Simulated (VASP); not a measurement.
Here is a VASP 6.6.1 calculation.

File INCAR:

```
ALGO = Normal
EDIFF = 1E-7
EDIFFG = -0.01
ENCUT = 600
GGA = PE
GGA_COMPAT = False
IBRION = 2
ISIF = 4
ISMEAR = 0
LASPH = True
LCHARG = False
LMAXMIX = 6
LREAL = False
LWAVE = False
NELM = 200
NELMIN = 4
NSW = 50
PREC = Accurate
SIGMA = 0.1
```

Contents of KPOINTS:

```
k-points
0
Gamma
  10 10 10
```

The input POSCAR:

```
TmHOs
1.0
    3.3743590581      0.0000000000      0.0000000000
    0.0000000000      3.3743590581      0.0000000000
    0.0000000000      0.0000000000      3.5152882782
Tm H Os
1 1 1
Direct
    0.5000000000      0.5000000000      0.5000000000
    0.0000000000      0.0000000000      0.5000000000
    0.0000000000      0.0000000000      0.0000000000
```

Potentials or basis: VASP PAW PBE potentials, release 64 (Tm_3, H, Os), 4f in core.

Run with:

```console
$ cat potpaw_PBE.64/Tm_3/POTCAR potpaw_PBE.64/H/POTCAR potpaw_PBE.64/Os/POTCAR > POTCAR
$ mpirun -np 1 vasp_std > vasp.out
```

Problem. Predict the band gap on the k mesh.

Solution. Zero (bands 9 and 10 overlap by 2.11 eV).

Step by step:
```csv
step,energy change (eV),largest force (eV/Å),pressure (GPa),volume (Å³)
1,0.0000,0.0000,5.98,40.03
2,-0.0028,0.0000,5.68,40.03
3,-0.0043,0.0000,5.31,40.03
4,-0.0043,0.0000,5.22,40.03
```

Caveat: spin-orbit coupling is left out, which moves the levels of the heavy elements; the 4f electrons are frozen in the core, so they carry no moment and show no levels. Spin polarisation is off, so any magnetic state and its effect on volume and gap are missing.
